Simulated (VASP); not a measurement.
# Mg (P6_3/mmc) in VASP: further runs

Aim: see how the results for Mg move with the level of theory and the settings. Levels: r2SCAN0, PBE, PBE+D3(BJ), PBEsol+D3(BJ). Tasks: single point.

Everything below comes from runs of VASP 6.6.1. Logs are shortened: lines on timing, memory, paths and dates and some standing lists are left out, and cuts for length are marked.

### Step 1. The cell of the first run

The structure is hexagonal, space group P6_3/mmc (No. 194). Conventional cell: a = 3.252 Å, b = 3.252 Å, c = 5.279 Å, α = 90.00°, β = 90.00°, γ = 120.00°. Mg (site symmetry -6m2) has 12 Mg at 3.24 to 3.25 Å within 4.3 Å.

### Step 2. Single point, r2SCAN0

Input file POSCAR:

```
Mg
1.0
    3.2515324747      0.0000000000      0.0000000000
   -1.6257662373      2.8159097243      0.0000000000
    0.0000000000      0.0000000000      5.2788644417
Mg
2
Direct
    0.6666666667      0.3333333333      0.7500000000
    0.3333333333      0.6666666667      0.2500000000
```

Input file INCAR.step1:

```
SYSTEM = Mg
PREC = Accurate ; ENCUT = 520
EDIFF = 1E-5 ; ISMEAR = -1
SIGMA = 0.05 ; LREAL = .False.
LASPH = .True. ; NELM = 80
ALGO = Normal ; ISIF = 2
LWAVE = .True. ; LCHARG = .False.
GGA = PE ; NBANDS = 9
```

Input file INCAR.step2:

```
SYSTEM = Mg
PREC = Accurate ; ENCUT = 520
EDIFF = 1E-6 ; ISMEAR = -1
SIGMA = 0.05 ; LREAL = .False.
LASPH = .True. ; NELM = 80
ALGO = Normal ; ISIF = 2
LWAVE = .False. ; LCHARG = .False.
METAGGA = R2SCAN ; LHFCALC = .True.
AEXX = 0.25 ; LMIXTAU = .True.
PRECFOCK = Normal ; ISTART = 1
NBANDS = 9
```

Input file KPOINTS:

```
Automatic mesh
0
Gamma
  5 5 3
  0 0 0
```

Potentials or basis: VASP PAW PBE potentials, release 64 (Mg).

Started as:

```bash
> cat potpaw_PBE.64/Mg/POTCAR > POTCAR
> cp INCAR.step1 INCAR
> mpirun -np 1 vasp_std > vasp.out
> cp INCAR.step2 INCAR
> mpirun -np 1 vasp_std > vasp.out
```

OUTCAR:

```text
SYSTEM = Mg
   PREC = Accurate
   ENCUT = 520
   EDIFF = 1E-6
   ISMEAR = -1
   LREAL = .False.
   LASPH = .True.
   NELM = 80
   ISIF = 2
   METAGGA = R2SCAN
   LHFCALC = .True.
   AEXX = 0.25
   PRECFOCK = Normal
   ISTART = 1

 ion  position               nearest neighbor table
   1  0.667  0.333  0.750-   2 3.24   2 3.24   2 3.24   2 3.24   2 3.24   2 3.24
   2  0.333  0.667  0.250-   1 3.24   1 3.24   1 3.24   1 3.24   1 3.24   1 3.24

  LATTYP: Found a hexagonal cell.
 ALAT       =     3.2515324747
 C/A-ratio  =     1.6235004518

  Lattice vectors:

 A1 = (   3.2515324747,   0.0000000000,   0.0000000000)
 A2 = (  -1.6257662373,   2.8159097243,   0.0000000000)
 A3 = (   0.0000000000,   0.0000000000,   5.2788644417)

Analysis of symmetry for initial positions (statically):
=====================================================================
 Subroutine PRICEL returns:
 Original cell was already a primitive cell.

 Routine SETGRP: Setting up the symmetry group for a
 hexagonal supercell.

 Subroutine GETGRP returns: Found 24 space group operations
 (whereof 12 operations were pure point group operations)
 out of a pool of 24 trial point group operations.

The static configuration has the point symmetry D_3d.
 The point group associated with its full space group is D_6h.

Analysis of symmetry for dynamics (positions and initial velocities):
=====================================================================
 Subroutine PRICEL returns:
 Original cell was already a primitive cell.

 Routine SETGRP: Setting up the symmetry group for a
 hexagonal supercell.

 Subroutine GETGRP returns: Found 24 space group operations
 (whereof 12 operations were pure point group operations)
 out of a pool of 24 trial point group operations.

The dynamic configuration has the point symmetry D_3d.
 The point group associated with its full space group is D_6h.

 Subroutine INISYM returns: Found 24 space group operations
 (whereof 12 operations are pure point group operations),
 and found     1 'primitive' translations

----------------------------------------------------------------------------------------

                                     Primitive cell

  volume of cell :      48.3334

  direct lattice vectors                    reciprocal lattice vectors
     3.251532475  0.000000000  0.000000000     0.307547290  0.177562510  0.000000000
    -1.625766237  2.815909724  0.000000000     0.000000000  0.355125021  0.000000000
     0.000000000  0.000000000  5.278864442     0.000000000  0.000000000  0.189434681

  length of vectors
     3.251532475  3.251532475  5.278864442     0.355125021  0.355125021  0.189434681

  position of ions in fractional coordinates (direct lattice)
     0.666666667  0.333333333  0.750000000
     0.333333333  0.666666667  0.250000000

  ion indices of the primitive-cell ions
   primitive index   ion index
                 1           1
                 2           2

----------------------------------------------------------------------------------------

 KPOINTS: Automatic mesh

Automatic generation of k-mesh.
 Grid dimensions read from file:
 generate k-points for:    5    5    3

 Generating k-lattice:

  Cartesian coordinates                     Fractional coordinates (reciprocal lattice)
     0.061509458  0.035512502  0.000000000     0.200000000  0.000000000  0.000000000
     0.000000000  0.071025004  0.000000000     0.000000000  0.200000000  0.000000000
     0.000000000  0.000000000  0.063144894     0.000000000  0.000000000  0.333333333

  Length of vectors
     0.071025004  0.071025004  0.063144894

  Shift w.r.t. Gamma in fractional coordinates (k-lattice)
     0.000000000  0.000000000  0.000000000

 Subroutine IBZKPT returns following result:
 ===========================================

 Found     10 irreducible k-points:

 Following reciprocal coordinates:
            Coordinates               Weight
  0.000000  0.000000  0.000000      1.000000
  0.200000  0.000000  0.000000      6.000000
  0.400000 -0.000000  0.000000      6.000000
  0.200000  0.200000  0.000000      6.000000
  0.400000  0.200000  0.000000      6.000000
  0.000000  0.000000  0.333333      2.000000
  0.200000  0.000000  0.333333     12.000000
  0.400000 -0.000000  0.333333     12.000000
  0.200000  0.200000  0.333333     12.000000
  0.400000  0.200000  0.333333     12.000000
   k-points           NKPTS =     10   k-points in BZ     NKDIM =     75   number of bands    NBANDS=      9
   number of dos      NEDOS =    301   number of ions     NIONS =      2
   total plane-waves  NPLWV =  23040
   dimension x,y,z NGX =    24 NGY =   24 NGZ =   40
   dimension x,y,z NGXF=    48 NGYF=   48 NGZF=   80
   ions per type =               2
   NGX,Y,Z   is equivalent  to a cutoff of  12.27, 12.27, 12.60 a.u.
   NGXF,Y,Z  is equivalent  to a cutoff of  24.54, 24.54, 25.19 a.u.
 SYSTEM =  Mg
   PREC   = accura    normal or accurate (medium, high low for compatibility)
   ISTART =      1    job   : 0-new  1-cont  2-samecut
   ICHARG =      0    charge: 1-file 2-atom 10-const
   ISPIN  =      1    spin polarized calculation?
   LNONCOLLINEAR =      F non collinear calculations
   LSORBIT =      F    spin-orbit coupling
   LASPH  =      T    aspherical Exc in radial PAW
   ENCUT  =  520.0 eV  38.22 Ry    6.18 a.u.   6.05  6.05  9.82*2*pi/ulx,y,z
   NELM   =     80;   NELMIN=  2; NELMDL=  0     # of ELM steps
   EDIFF  = 0.1E-05   stopping-criterion for ELM
   LREAL  =      F    real-space projection
   EDIFFG = 0.1E-04   stopping-criterion for IOM
   NSW    =      0    number of steps for IOM
   IBRION =     -1    ionic relax: 0-MD 1-quasi-New 2-CG
   NFREE  =      0    steps in history (QN), initial steepest desc. (CG)
   ISIF   =      2    stress and relaxation
   ISYM   =      3    0-nonsym 1-usesym 2-fastsym
   POTIM  = 0.5000    time-step for ionic-motion
   TEBEG  =    0.0;   TEEND  =   0.0 temperature during run
   PSTRESS=    0.0 pullay stress
   NELECT =       4.0000    total number of electrons
   NUPDOWN=      -1.0000    fix difference up-down
   EMIN   =  10.00;   EMAX   =-10.00  energy-range for DOS
   EFERMI =   0.00;   METHOD = LEGACY
   ISMEAR =    -1;   SIGMA  =   0.05  broadening in eV -4-tet -1-fermi 0-gaus
   EFERMI_NEDOS =   21; number of points for ismear=-14 and -15
   IALGO  =     38    algorithm
   IMIX   =      1    mixing-type and parameters
     AMIX     =   0.40;   BMIX     =  1.00
     AMIX_MAG =   1.60;   BMIX_MAG =  1.00
  volume/ion in A,a.u.               =      24.17       163.08
  Fermi-wavevector in a.u.,A,eV,Ry     =   0.713421  1.348170  6.924945  0.508969
  Thomas-Fermi vector in A             =   1.801054
   LORBIT       =      0    0 simple, 1 ext, 2 COOP (PROOUT), +10 PAW based schemes
   METAGGA = R2SCAN    functional components
   LHFCALC =     T    Hartree Fock is set to
   PRECFOCK=normal    Normal, Fast or Accurate (Low or Medium for compatibility)
   ENCUT4O =  -1.0   cutoff for four orbital integrals eV
   NKREDX  =     1    reduce k-point grid by
   NKREDY  =     1    reduce k-point grid by
   NKREDZ  =     1    reduce k-point grid by
   AEXX    =    0.2500 exact exchange contribution
   HFSCREEN=    0.0000 screening length (either q_TF or 0.3 A-1)
   HFSCREENC=   0.0000 screening length for correlation (either q_TF or 0.3 A-1)
   ENCUTFOCK=  -1.0 apply spherical cutoff to Coloumb kernel
   IVDW    =     0    specifies the selected vdW correction
   LEPSILON=     F    determine dielectric tensor
   LRPA    =     F    only Hartree local field effects (RPA)
 non-spin polarized calculation
  energy-cutoff  :      520.00
  volume of cell :       48.33
 maximum number of plane-waves:      1310
  NGX = 20; NGY = 20; NGZ = 30

 number of electron       4.0000000 magnetization

 Free energy of the ion-electron system (eV)
  ---------------------------------------------------
  ext. energy  EPLUGINS =         0.00000000
  ---------------------------------------------------
  free energy    TOTEN  =        -7.15071750 eV

  energy without entropy =       -7.14710964  energy(sigma->0) =       -7.14891357

 E-fermi :   2.0268     XC(G=0):  -6.8869

 val. band max:        1.9463416414   @ k =   0.4000  -0.0000   0.0000
 cond. band min:       3.2082055571   @ k =   0.2000   0.2000   0.0000
 fundamental gap:      1.2618639156
 Fermi energy:         2.0268296955

 k-point     1 :       0.0000    0.0000    0.0000
  band No.  band energies     occupation
      1      -6.1047      2.00000
      2      -0.0426      2.00000
      3       0.6003      2.00000
      4      14.5763      0.00000
      5      14.5763      0.00000
      6      14.6116      0.00000
      7      14.6116      0.00000
      8      15.4910      0.00000
      9      17.1194      0.00000

 k-point     2 :       0.2000    0.0000    0.0000
  band No.  band energies     occupation
      1      -5.2045      2.00000
      2       0.8840      2.00000
      3       1.5263      1.99991
      4       8.4646      0.00000
      5      11.8221      0.00000
      6      12.3636      0.00000
      7      13.4654      0.00000
      8      14.7009      0.00000
      9      16.5977      0.00000

 k-point     3 :       0.4000   -0.0000    0.0000
  band No.  band energies     occupation
      1      -2.5068      2.00000
      2       1.9463      1.66676
      3       4.0576      0.00000
      4       5.0020      0.00000
      5       8.1324      0.00000
      6       8.6496      0.00000
      7      10.4215      0.00000
      8      12.0586      0.00000
      9      15.0687      0.00000
[... 61 lines left out ...]
 k-point     9 :       0.2000    0.2000    0.3333
  band No.  band energies     occupation
      1      -2.6874      2.00000
      2      -0.5122      2.00000
      3       6.4501      0.00000
      4       6.4943      0.00000
      5       7.8816      0.00000
      6       8.7063      0.00000
      7       9.2724      0.00000
      8      13.6483      0.00000
      9      15.6831      0.00000

 k-point    10 :       0.4000    0.2000    0.3333
  band No.  band energies     occupation
      1       0.8004      2.00000
      2       0.8976      2.00000
      3       3.6351      0.00000
      4       3.6583      0.00000
      5       5.9958      0.00000
      6       7.7900      0.00000
      7      11.3303      0.00000
      8      11.6395      0.00000
      9      15.0064      0.00000

------------------------ aborting loop because EDIFF is reached ----------------------------------------

  FORCE on cell =-STRESS in cart. coord.  units (eV):
  Direction    XX          YY          ZZ          XY          YZ          ZX
  --------------------------------------------------------------------------------------
  -------------------------------------------------------------------------------------
  Total       -0.8274021     -0.8274021     -0.6037766     -0.0000000      0.0000000     -0.0000000
  in kB      -27.4270992    -27.4270992    -20.0142590     -0.0000000      0.0000000     -0.0000000
  external PRESSURE =     -24.9561524 kB  Pullay stress =       0.0000000 kB

 VOLUME and BASIS-vectors are now :
 -----------------------------------------------------------------------------
  energy-cutoff  :      520.00
  volume of cell :       48.33
      direct lattice vectors                 reciprocal lattice vectors
     3.251532475  0.000000000  0.000000000     0.307547290  0.177562510  0.000000000
    -1.625766237  2.815909724  0.000000000     0.000000000  0.355125021  0.000000000
     0.000000000  0.000000000  5.278864442     0.000000000  0.000000000  0.189434681

 POSITION                                       TOTAL-FORCE (eV/Angst)
 -----------------------------------------------------------------------------------
      1.62577      0.93864      3.95915        -0.000000      0.000000      0.000000
     -0.00000      1.87727      1.31972         0.000000     -0.000000     -0.000000
 -----------------------------------------------------------------------------------
    total drift:                               -0.000000     -0.000000     -0.000000

  FREE ENERGIE OF THE ION-ELECTRON SYSTEM (eV)
  ---------------------------------------------------
  free  energy   TOTEN  =        -7.1507175033 eV

  energy  without entropy=       -7.1471096379  energy(sigma->0) =       -7.14891357
```

It took 65 s on 1 thread of Intel Xeon Platinum 8488C (Sapphire Rapids), shared host; peak memory 0.17 GiB.

Results:

| Item | Value |
| --- | --- |
| Free energy | -7.1507 eV |
| Pressure | -2.5 GPa |
| Band gap on the k mesh | zero (band 2 reaches 3.21 eV, above the bottom of band 3 at 0.60 eV) |

Stress tensor (GPa, compression positive):
```
-2.74  0.00  0.00
 0.00 -2.74  0.00
 0.00  0.00 -2.00
```

Levels at points of the mesh, in eV from the Fermi level:
```tsv
k point	band 1	band 2	band 3	band 4	band 5	band 6
(0.00, 0.00, 0.00)	-8.13	-2.07	-1.43	12.55	12.55	12.58
```

Caveat: the k points lie up to 0.45 Å⁻¹ apart; the PAW data sets were made with another functional, which shifts forces and pressure a little.

(Continued in part 2 of 3.)
